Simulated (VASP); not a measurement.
Wanted: the native input for a VASP 6.6.1 run.

```yaml
Task: single point
Functional: r2SCAN
Potentials_or_basis: VASP PAW PBE potentials, release 64 (Al, N)
Cutoff: 520 eV
k_mesh: 8 × 8 × 5
Occupations: gaussian, width 0.01 eV
Spin: no spin polarisation
Dipole_correction: no
Further_INCAR_settings: ALGO = Normal; EDIFF = 1e-06; NBANDS = 16
```

AlN (wurtzite):

```
Al N
1.0
     3.12224    0.00000    0.00000
    -1.56112    2.70393    0.00000
     0.00000    0.00000    4.97834
Al N
2 2
Cartesian
  0.0000 1.8026 -0.0011
  1.5611 0.9013 2.4881
  0.0000 1.8026 1.9028
  1.5611 0.9013 4.3919
```

The input as run:

POSCAR

```
AlN
1.0
    3.1222351271      0.0000000000      0.0000000000
   -1.5611175635      2.7039349366      0.0000000000
    0.0000000000      0.0000000000      4.9783374663
Al N
2 2
Direct
    0.3333333333      0.6666666667     -0.0002113273
    0.6666666667      0.3333333333      0.4997886727
    0.3333333333      0.6666666667      0.3822113273
    0.6666666667      0.3333333333      0.8822113273
```

INCAR.step1

```
SYSTEM = AlN
PREC = Accurate
ENCUT = 520
ISMEAR = 0
SIGMA = 0.01
LREAL = .False.
LASPH = .True.
NELM = 60
NBANDS = 16
GGA = PE
ALGO = Normal
EDIFF = 1E-4
LWAVE = .True.
LCHARG = .False.
```

INCAR.step2

```
SYSTEM = AlN
PREC = Accurate
ENCUT = 520
EDIFF = 1E-6
ISMEAR = 0
SIGMA = 0.01
LREAL = .False.
LASPH = .True.
NELM = 60
ALGO = Normal
ISIF = 2
LWAVE = .False.
LCHARG = .False.
METAGGA = R2SCAN
LMIXTAU = .True.
NBANDS = 16
ISTART = 1
```

KPOINTS

```
regular mesh
0
Gamma
  8 8 5
  0 0 0
```

Potentials or basis: VASP PAW PBE potentials, release 64 (Al, N).

The run is started by

```bash
$ cat potpaw_PBE.64/Al/POTCAR potpaw_PBE.64/N/POTCAR > POTCAR
$ cp INCAR.step1 INCAR
$ mpirun -np 1 vasp_std > vasp.out
$ cp INCAR.step2 INCAR
$ mpirun -np 1 vasp_std > vasp.out
```

It gave:

```yaml
Pressure: -2.5 GPa
Band_gap_on_the_k_mesh: 4.80 eV, direct
```

Caveat: the PAW data sets were made with another functional, which shifts forces and pressure a little.

It took 24 s on 1 thread of Intel(R) Xeon(R) 6975P-C (Granite Rapids), with other jobs on the host, peak memory 0.16 GiB.
